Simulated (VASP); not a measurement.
# CdSe (F-43m) in VASP: notebook

CdSe is run at these levels: r2SCAN; tasks: relaxation of cell and atoms.

Everything below comes from runs of VASP 6.6.1. Logs are shortened: lines on timing, memory, paths and dates and some standing lists are left out, and cuts for length are marked.

### 1 The cell of the first run

Symmetry: F-43m, No. 216, cubic system. Conventional cell: a = 6.134 Å, b = 6.134 Å, c = 6.134 Å, α = 90.00°, β = 90.00°, γ = 90.00°. Within 3.5 Å of Cd (site symmetry -43m) lie 4 Se at 2.66 Å. Within 3.5 Å of Se (site symmetry -43m) lie 4 Cd at 2.66 Å.

### 2 Relaxation of cell and atoms, r2SCAN, target pressure 10 GPa, at which the enthalpy is minimised

POSCAR reads:

```
CdSe
1.0
    0.0000000000      3.0667839638      3.0667839638
    3.0667839638      0.0000000000      3.0667839638
    3.0667839638      3.0667839638      0.0000000000
Cd Se
1 1
Direct
    0.0000000000      0.0000000000      0.0000000000
    0.7500000000      0.7500000000      0.7500000000
```

INCAR.step1 reads:

```
PREC = Accurate
ENCUT = 600
ISMEAR = 0
SIGMA = 0.01
LREAL = False
LASPH = True
NELM = 80
GGA = PE
ALGO = Normal
EDIFF = 1E-4
LWAVE = True
LCHARG = False
```

INCAR.step2 reads:

```
PREC = Accurate
ENCUT = 600
EDIFF = 1E-6
ISMEAR = 0
SIGMA = 0.01
LREAL = False
LASPH = True
NELM = 80
ALGO = Normal
ISIF = 3
LWAVE = False
LCHARG = False
METAGGA = R2SCAN
LMIXTAU = True
IBRION = 2
NSW = 100
EDIFFG = -0.002
PSTRESS = 100.0
ISTART = 1
```

KPOINTS reads:

```
regular mesh
0
Gamma
  8 8 8
```

Potentials or basis: VASP PAW PBE potentials, release 64 (Cd, Se).

On the command line:

```sh
$ cat potpaw_PBE.64/Cd/POTCAR potpaw_PBE.64/Se/POTCAR > POTCAR
$ cp INCAR.step1 INCAR
$ mpirun -np 1 vasp_std > vasp.out
$ cp INCAR.step2 INCAR
$ mpirun -np 1 vasp_std > vasp.out
```

OUTCAR:

```text
PREC = Accurate
   ENCUT = 600
   EDIFF = 1E-6
   ISMEAR = 0
   LREAL = False
   LASPH = True
   NELM = 80
   ISIF = 3
   METAGGA = R2SCAN
   IBRION = 2
   NSW = 100
   EDIFFG = -0.002
   PSTRESS = 100.0
   ISTART = 1

 ion  position               nearest neighbor table
   1  0.000  0.000  0.000-   2 2.66   2 2.66   2 2.66   2 2.66
   2  0.750  0.750  0.750-   1 2.66   1 2.66   1 2.66   1 2.66

  LATTYP: Found a face centered cubic cell.
 ALAT       =     6.1335679276

  Lattice vectors:

 A1 = (   0.0000000000,   3.0667839638,   3.0667839638)
 A2 = (   3.0667839638,   0.0000000000,   3.0667839638)
 A3 = (   3.0667839638,   3.0667839638,   0.0000000000)

Analysis of symmetry for initial positions (statically):
=====================================================================
 Subroutine PRICEL returns:
 Original cell was already a primitive cell.

 Routine SETGRP: Setting up the symmetry group for a
 face centered cubic supercell.

 Subroutine GETGRP returns: Found 24 space group operations
 (whereof 24 operations were pure point group operations)
 out of a pool of 48 trial point group operations.

The static configuration has the point symmetry T_d .

Analysis of symmetry for dynamics (positions and initial velocities):
=====================================================================
 Subroutine PRICEL returns:
 Original cell was already a primitive cell.

 Routine SETGRP: Setting up the symmetry group for a
 face centered cubic supercell.

 Subroutine GETGRP returns: Found 24 space group operations
 (whereof 24 operations were pure point group operations)
 out of a pool of 48 trial point group operations.

The dynamic configuration has the point symmetry T_d .

 Subroutine INISYM returns: Found 24 space group operations
 (whereof 24 operations are pure point group operations),
 and found     1 'primitive' translations

----------------------------------------------------------------------------------------

                                     Primitive cell

  volume of cell :      57.6872

  direct lattice vectors                    reciprocal lattice vectors
     0.000000000  3.066783964  3.066783964    -0.163037242  0.163037242  0.163037242
     3.066783964  0.000000000  3.066783964     0.163037242 -0.163037242  0.163037242
     3.066783964  3.066783964  0.000000000     0.163037242  0.163037242 -0.163037242

  length of vectors
     4.337087474  4.337087474  4.337087474     0.282388787  0.282388787  0.282388787

  position of ions in fractional coordinates (direct lattice)
     0.000000000  0.000000000  0.000000000
     0.750000000  0.750000000  0.750000000

  ion indices of the primitive-cell ions
   primitive index   ion index
                 1           1
                 2           2

----------------------------------------------------------------------------------------

 KPOINTS: regular mesh

Automatic generation of k-mesh.
 Grid dimensions read from file:
 generate k-points for:    8    8    8

 Generating k-lattice:

  Cartesian coordinates                     Fractional coordinates (reciprocal lattice)
    -0.020379655  0.020379655  0.020379655     0.125000000  0.000000000  0.000000000
     0.020379655 -0.020379655  0.020379655     0.000000000  0.125000000  0.000000000
     0.020379655  0.020379655 -0.020379655     0.000000000  0.000000000  0.125000000

  Length of vectors
     0.035298598  0.035298598  0.035298598

  Shift w.r.t. Gamma in fractional coordinates (k-lattice)
     0.000000000  0.000000000  0.000000000

 Subroutine IBZKPT returns following result:
 ===========================================

 Found     29 irreducible k-points:

 Following reciprocal coordinates:
            Coordinates               Weight
  0.000000  0.000000  0.000000      1.000000
  0.125000  0.000000  0.000000      8.000000
  0.250000  0.000000  0.000000      8.000000
  0.375000  0.000000  0.000000      8.000000
  0.500000  0.000000  0.000000      4.000000
  0.125000  0.125000  0.000000      6.000000
[... 16 lines left out ...]
  0.500000  0.250000  0.125000     48.000000
 -0.375000  0.250000  0.125000     24.000000
 [... further k-points ...]
   k-points           NKPTS =     29   k-points in BZ     NKDIM =     29   number of bands    NBANDS=     13
   number of dos      NEDOS =    301   number of ions     NIONS =      2
   total plane-waves  NPLWV =  46656
   dimension x,y,z NGX =    36 NGY =   36 NGZ =   36
   dimension x,y,z NGXF=    72 NGYF=   72 NGZF=   72
   ions per type =               1   1
   NGX,Y,Z   is equivalent  to a cutoff of  13.80, 13.80, 13.80 a.u.
   NGXF,Y,Z  is equivalent  to a cutoff of  27.60, 27.60, 27.60 a.u.
 SYSTEM =  unknown system
   PREC   = accura    normal or accurate (medium, high low for compatibility)
   ISTART =      1    job   : 0-new  1-cont  2-samecut
   ICHARG =      0    charge: 1-file 2-atom 10-const
   ISPIN  =      1    spin polarized calculation?
   LNONCOLLINEAR =      F non collinear calculations
   LSORBIT =      F    spin-orbit coupling
   LASPH  =      T    aspherical Exc in radial PAW
   ENCUT  =  600.0 eV  44.10 Ry    6.64 a.u.   8.66  8.66  8.66*2*pi/ulx,y,z
   NELM   =     80;   NELMIN=  2; NELMDL=  0     # of ELM steps
   EDIFF  = 0.1E-05   stopping-criterion for ELM
   LREAL  =      F    real-space projection
   EDIFFG = -.2E-02   stopping-criterion for IOM
   NSW    =    100    number of steps for IOM
   IBRION =      2    ionic relax: 0-MD 1-quasi-New 2-CG
   NFREE  =      1    steps in history (QN), initial steepest desc. (CG)
   ISIF   =      3    stress and relaxation
   ISYM   =      2    0-nonsym 1-usesym 2-fastsym
   POTIM  = 0.5000    time-step for ionic-motion
   TEBEG  =    0.0;   TEEND  =   0.0 temperature during run
   PSTRESS=  100.0 pullay stress
   NELECT =      18.0000    total number of electrons
   NUPDOWN=      -1.0000    fix difference up-down
   EMIN   =  10.00;   EMAX   =-10.00  energy-range for DOS
   EFERMI =   0.00;   METHOD = LEGACY
   ISMEAR =     0;   SIGMA  =   0.01  broadening in eV -4-tet -1-fermi 0-gaus
   EFERMI_NEDOS =   21; number of points for ismear=-14 and -15
   IALGO  =     38    algorithm
   IMIX   =      4    mixing-type and parameters
     AMIX     =   0.40;   BMIX     =  1.00
     AMIX_MAG =   1.60;   BMIX_MAG =  1.00
  volume/ion in A,a.u.               =      28.84       194.65
  Fermi-wavevector in a.u.,A,eV,Ry     =   1.110382  2.098318 16.775284  1.232949
  Thomas-Fermi vector in A             =   2.246933
   LORBIT       =      0    0 simple, 1 ext, 2 COOP (PROOUT), +10 PAW based schemes
   METAGGA = R2SCAN    functional components
   LHFCALC =     F    Hartree Fock is set to
   AEXX    =    0.0000 exact exchange contribution
   IVDW    =     0    specifies the selected vdW correction
   LEPSILON=     F    determine dielectric tensor
   LRPA    =     F    only Hartree local field effects (RPA)
 conjugate gradient relaxation of ions
 non-spin polarized calculation
 Gauss-broadening in eV      SIGMA  =   0.01
  energy-cutoff  :      600.00
  volume of cell :       57.69
 maximum number of plane-waves:      1964
   NGX = 17   NGY = 17   NGZ = 17

--------------------------------------- Ionic step        1  -------------------------------------------

 number of electron      17.9999997 magnetization

 Free energy of the ion-electron system (eV)
  ---------------------------------------------------
  ext. energy  EPLUGINS =         0.00000000
  ---------------------------------------------------
  free energy    TOTEN  =       -35.91623365 eV

  energy without entropy =      -35.91623365  energy(sigma->0) =      -35.91623365

------------------------ aborting loop because EDIFF is reached ----------------------------------------

  FORCE on cell =-STRESS in cart. coord.  units (eV):
  Direction    XX          YY          ZZ          XY          YZ          ZX
  --------------------------------------------------------------------------------------
  -------------------------------------------------------------------------------------
  Total        0.0688942      0.0688942      0.0688942     -0.0000000      0.0000000     -0.0000000
  in kB        1.9134360      1.9134360      1.9134360     -0.0000000      0.0000000     -0.0000000
  external PRESSURE =     -98.0865640 kB  Pullay stress =     100.0000000 kB
[... 23 lines left out ...]
  enthalpy is  TOTEN    =       -32.3156826708 eV   P V=        3.6005509785

--------------------------------------- Ionic step        2  -------------------------------------------

 number of electron      17.9999998 magnetization

 E-fermi :   3.0222     XC(G=0): -10.6563

 val. band max:        2.9556440084   @ k =   0.0000   0.0000   0.0000
 cond. band min:       4.5551148876   @ k =   0.0000   0.0000   0.0000
 fundamental gap:      1.5994708792
 Fermi energy:         3.0222425187

 k-point     1 :       0.0000    0.0000    0.0000
  band No.  band energies     occupation
      1     -11.8487      2.00000
      2      -6.4363      2.00000
      3      -6.4363      2.00000
      4      -6.4363      2.00000
      5      -5.6777      2.00000
      6      -5.6777      2.00000
      7       2.9556      2.00000
      8       2.9556      2.00000
      9       2.9556      2.00000
     10       4.5551      0.00000
     11       9.2773      0.00000
     12       9.2773      0.00000
     13       9.2773      0.00000
[... 353 lines left out ...]
 k-point    24 :      -0.3750    0.2500    0.1250
  band No.  band energies     occupation
      1     -11.1094      2.00000
      2      -6.1942      2.00000
      3      -6.1347      2.00000
      4      -5.7331      2.00000
      5      -5.6496      2.00000
      6      -4.9703      2.00000
      7      -2.8107      2.00000
      8       0.0322      2.00000
      9       1.0164      2.00000
     10       7.8637      0.00000
     11       8.5170      0.00000
     12      10.7994      0.00000
     13      12.0877      0.00000

 [... further k-points ...]

------------------------ aborting loop because EDIFF is reached ----------------------------------------

  FORCE on cell =-STRESS in cart. coord.  units (eV):
  Direction    XX          YY          ZZ          XY          YZ          ZX
  --------------------------------------------------------------------------------------
  -------------------------------------------------------------------------------------
  Total        7.2070529      7.2070529      7.2070529     -0.0000000     -0.0000000     -0.0000000
  in kB      261.4529463    261.4529463    261.4529463     -0.0000000     -0.0000000     -0.0000000
  external PRESSURE =     161.4529463 kB  Pullay stress =     100.0000000 kB
[... 175 lines left out ...]
  enthalpy is  TOTEN    =       -32.5676974977 eV   P V=        3.1490605035

--------------------------------------- Ionic step        7  -------------------------------------------

 number of electron      17.9999999 magnetization

 Free energy of the ion-electron system (eV)
  ---------------------------------------------------
  ext. energy  EPLUGINS =         0.00000000
  ---------------------------------------------------
  free energy    TOTEN  =       -35.70936029 eV

  energy without entropy =      -35.70936029  energy(sigma->0) =      -35.70936029

 E-fermi :   1.7097     XC(G=0):  -9.9764

 val. band max:        1.6095098312   @ k =   0.0000   0.0000   0.0000
 cond. band min:       2.9421465356   @ k =   0.0000   0.0000   0.0000
 fundamental gap:      1.3326367044
 Fermi energy:         1.7096933867

 k-point     1 :       0.0000    0.0000    0.0000
  band No.  band energies     occupation
      1     -12.1374      2.00000
      2      -7.0147      2.00000
      3      -7.0146      2.00000
      4      -7.0146      2.00000
      5      -6.4661      2.00000
      6      -6.4661      2.00000
      7       1.6095      2.00000
      8       1.6095      2.00000
      9       1.6095      2.00000
     10       2.9421      0.00000
     11       8.0532      0.00000
     12       8.0532      0.00000
     13       8.0532      0.00000
[... 353 lines left out ...]
 k-point    24 :      -0.3750    0.2500    0.1250
  band No.  band energies     occupation
      1     -11.5723      2.00000
      2      -6.8292      2.00000
      3      -6.7934      2.00000
      4      -6.4984      2.00000
      5      -6.4445      2.00000
      6      -5.9450      2.00000
      7      -3.2224      2.00000
      8      -0.7793      2.00000
      9       0.0808      2.00000
     10       6.2501      0.00000
     11       7.3392      0.00000
     12       9.2219      0.00000
     13      10.4250      0.00000

 [... further k-points ...]

------------------------ aborting loop because EDIFF is reached ----------------------------------------

  FORCE on cell =-STRESS in cart. coord.  units (eV):
  Direction    XX          YY          ZZ          XY          YZ          ZX
  --------------------------------------------------------------------------------------
  -------------------------------------------------------------------------------------
  Total        3.1438021      3.1438021      3.1438021      0.0000000     -0.0000000      0.0000000
  in kB      100.0707142    100.0707142    100.0707142      0.0000000     -0.0000000      0.0000000
  external PRESSURE =       0.0707142 kB  Pullay stress =     100.0000000 kB
[... 17 lines left out ...]
  FREE ENERGIE OF THE ION-ELECTRON SYSTEM (eV)
  ---------------------------------------------------
  free  energy   TOTEN  =       -35.7093602900 eV

  energy  without entropy=      -35.7093602900  energy(sigma->0) =      -35.70936029

  enthalpy is  TOTEN    =       -32.5677797817 eV   P V=        3.1415805083

 reached required accuracy - stopping structural energy minimisation
```

Run time: 5.2 min. Hardware: 1 thread of Intel Xeon Platinum 8488C (Sapphire Rapids), shared host; peak memory 0.24 GiB.

What came out:

```
Free energy                                            : -35.7094 eV
Relaxed volume                                         : 25.17 Å³/atom
Relaxed cell                                           : a = 4.144 Å, b = 4.144 Å, c = 4.144 Å, α = 60.00°, β = 60.00°, γ = 60.00°
Space group after relaxing (to 0.05 Å)                 : F-43m (No. 216)
Energy change on relaxing (the enthalpy is what falls) : +103.4 meV/atom
Ionic steps                                            : 7
Pressure after relaxing                                : 10.0 GPa
Band gap on the k mesh                                 : 1.33 eV, direct
```

Step by step:
```
step  energy change (eV)  largest force (eV/Å)  pressure (GPa)  volume (Å³)
   1              0.0000                0.0000            0.19        57.69
   2              0.8700                0.0000           26.15        44.16
   3              0.1970                0.0000            9.70        50.50
   4              0.2055                0.0000            9.97        50.36
   5              0.2143                0.0000           10.23        50.22
   6              0.1995                0.0000            9.78        50.45
   7              0.2069                0.0000           10.01        50.33
```

Final structure:
```cif
data_structure
_symmetry_space_group_name_H-M 'P 1'
_symmetry_Int_Tables_number 1
_cell_length_a 4.1444
_cell_length_b 4.1444
_cell_length_c 4.1444
_cell_angle_alpha 60.000
_cell_angle_beta 60.000
_cell_angle_gamma 60.000
_cell_volume 50.33
loop_
_atom_site_label
_atom_site_type_symbol
_atom_site_fract_x
_atom_site_fract_y
_atom_site_fract_z
_atom_site_occupancy
Cd1 Cd 0.00000 0.00000 0.00000 1
Se1 Se 0.75000 0.75000 0.75000 1
```

Caveat: the cell is relaxed towards a set pressure, so the enthalpy falls and the energy may rise; the PAW data sets were made with another functional, which shifts forces and pressure a little. r2SCAN opens gaps a little over a GGA but as a rule still falls short of measured ones.

### 3 Relaxation of cell and atoms, r2SCAN, target pressure 15 GPa, at which the enthalpy is minimised

POSCAR is that of step 2.

INCAR.step1 reads:

```
ALGO = Normal
EDIFF = 1E-4
ENCUT = 600
GGA = PE
ISMEAR = 0
LASPH = True
LCHARG = False
LREAL = False
LWAVE = True
NELM = 80
PREC = Accurate
SIGMA = 0.01
```

INCAR.step2 reads:

```
ALGO = Normal
EDIFF = 1E-6
EDIFFG = -0.002
ENCUT = 600
IBRION = 2
ISIF = 3
ISMEAR = 0
ISTART = 1
LASPH = True
LCHARG = False
LMIXTAU = True
LREAL = False
LWAVE = False
METAGGA = R2SCAN
NELM = 80
NSW = 100
PREC = Accurate
PSTRESS = 150.0
SIGMA = 0.01
```

KPOINTS reads:

```
k-points
0
Gamma
  8 8 8
```

Potentials or basis: VASP PAW PBE potentials, release 64 (Cd, Se).

On the command line:

```sh
$ cat potpaw_PBE.64/Cd/POTCAR potpaw_PBE.64/Se/POTCAR > POTCAR
$ cp INCAR.step1 INCAR
$ mpirun -np 1 vasp_std > vasp.out
$ cp INCAR.step2 INCAR
$ mpirun -np 1 vasp_std > vasp.out
```

Run time: 5.5 min. Hardware: 1 thread of Intel Xeon Platinum 8488C (Sapphire Rapids), shared host; peak memory 0.23 GiB.

The run converged. Its results:

```yaml
Free_energy: -35.5267 eV
Relaxed_volume: 23.99 Å³/atom
Relaxed_cell: a = 4.079 Å, b = 4.079 Å, c = 4.079 Å, α = 60.00°, β = 60.00°, γ = 60.00°
Space_group_after_relaxing_to_0.05_Å: F-43m (No. 216)
Energy_change_on_relaxing_the_enthalpy_is_what_falls: +194.7 meV/atom
Ionic_steps: 7
Pressure_after_relaxing: 15.0 GPa
Band_gap_on_the_k_mesh: 1.43 eV, direct
```

The path:
| step | energy change (eV) | largest force (eV/Å) | pressure (GPa) | volume (Å³) |
| --- | --- | --- | --- | --- |
| 1 | 0.0000 | 0.0000 | 0.19 | 57.69 |
| 2 | 2.3496 | 0.0000 | 56.30 | 38.17 |
| 3 | 0.3463 | 0.0000 | 13.89 | 48.45 |
| 4 | 0.3788 | 0.0000 | 14.74 | 48.09 |
| 5 | 0.3956 | 0.0000 | 15.17 | 47.91 |
| 6 | 0.3811 | 0.0000 | 14.80 | 48.07 |
| 7 | 0.3895 | 0.0000 | 15.01 | 47.97 |

Final structure:
```
Cd Se
1.0
     0.00000    2.88399    2.88399
     2.88399    0.00000    2.88399
     2.88399    2.88399    0.00000
Cd Se
1 1
Direct
  0.00000 0.00000 0.00000
  0.75000 0.75000 0.75000
```

Levels at points of the mesh, in eV from the valence-band top:
```
           k point  band 5  band 6  band 7  band 8  band 9  band 10  band 11  band 12  band 13
(0.00, 0.00, 0.00)   -8.25   -8.25    0.00    0.00    0.00     1.43     6.41     6.41     6.41
(0.50, 0.00, 0.00)   -8.22   -7.81   -5.52   -1.03   -1.03     3.05     6.90     6.90     8.21
(0.50, 0.50, 0.00)   -8.16   -7.72   -4.91   -2.52   -2.52     3.12     4.21    10.64    11.97
```

Caveat: the cell is relaxed towards a set pressure, so the enthalpy falls and the energy may rise; the volume moved by over 15 % at a fixed basis, so the end points are rough; the PAW data sets were made with another functional, which shifts forces and pressure a little.
